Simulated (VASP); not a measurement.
**HgTe: single point with PBEsol**

The system is HgTe.

```xyz
2
Lattice="0.0000 3.2892 3.2892 3.2892 0.0000 3.2892 3.2892 3.2892 0.0000" Properties=species:S:1:pos:R:3 pbc="T T T"
Hg    0.0000    0.0000    0.0000
Te    1.6446    1.6446    1.6446
```

```yaml
Program: VASP 6.6.1
Task: single point
Functional: PBEsol
Potentials_or_basis: VASP PAW PBE potentials, release 64 (Hg, Te)
Cutoff: 520 eV
k_mesh: 4 × 4 × 4, shifted
Occupations: fermi-dirac, width 0.02 eV
Spin: no spin polarisation
```

```
Pressure               : -1.1 GPa
Band gap on the k mesh : 0.72 eV
```

Levels at points of the mesh, in eV from the valence-band top:
```tsv
k point	band 6	band 7	band 8	band 9	band 10	band 11	band 12	band 13
(0.00, 0.00, 0.12)	-6.42	-1.74	0.00	0.00	0.72	4.30	4.64	4.64
```

It took 73 s on 1 thread of Intel(R) Xeon(R) Platinum 8488C (Sapphire Rapids), on a shared host, peak memory 0.31 GiB.

Caveat: the PAW data sets were made with another functional, which shifts forces and pressure a little; spin-orbit coupling is left out, which moves the levels of the heavy elements; a shifted mesh leaves out Γ, where band edges can lie. A k mesh can miss the band edges.
